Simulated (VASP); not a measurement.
A run of VASP 6.6.1:

INCAR

```
SYSTEM = BN
PREC     = Accurate       ! precision mode
ENCUT    = 520            ! plane-wave cutoff, eV
EDIFF    = 1E-8           ! SCF threshold, eV
ISMEAR   = 0              ! smearing method
SIGMA    = 0.01           ! smearing width, eV
LREAL    = .False.        ! projectors in reciprocal space
LASPH    = .True.         ! aspherical terms in the spheres
NELM     = 100            ! most SCF steps
ALGO     = Normal         ! electronic algorithm
ISIF     = 2              ! what is computed and relaxed
LWAVE    = .False.        ! write WAVECAR
LCHARG   = .False.        ! write CHGCAR
GGA      = PE             ! functional
IVDW     = 12             ! dispersion correction
NBANDS   = 11             ! bands
IBRION   = 6              ! ionic algorithm
NFREE    = 2            
POTIM    = 0.015          ! step
NSW      = 1              ! ionic steps
```

KPOINTS

```
Automatic mesh
0
Gamma
  12 12 12
  0 0 0
```

POSCAR

```
BN
1.0
    1.2326192952      0.7116530819      2.5832086733
   -1.2326192952      0.7116530819      2.5832086733
    0.0000000000     -1.4233061638      2.5832086733
B N
1 1
Direct
    1.0023996471      1.0023996471      1.0023996471
    0.3300333529      0.3300333529      0.3300333529
```

Potentials or basis: VASP PAW PBE potentials, release 64 (B, N).

Run with:

```sh
$ cat potpaw_PBE.64/B/POTCAR potpaw_PBE.64/N/POTCAR > POTCAR
$ mpirun -np 1 vasp_std > vasp.out
```

Hardware: 1 thread of Intel(R) Xeon(R) 6975P-C (Granite Rapids) (shared host).

Question: Estimate the wall time of this run.

Answer: Wall time 2.8 min on 1 thread of Intel(R) Xeon(R) 6975P-C (Granite Rapids) (shared host), peak memory 0.37 GiB. Counts: scf iterations 79, k points 189.
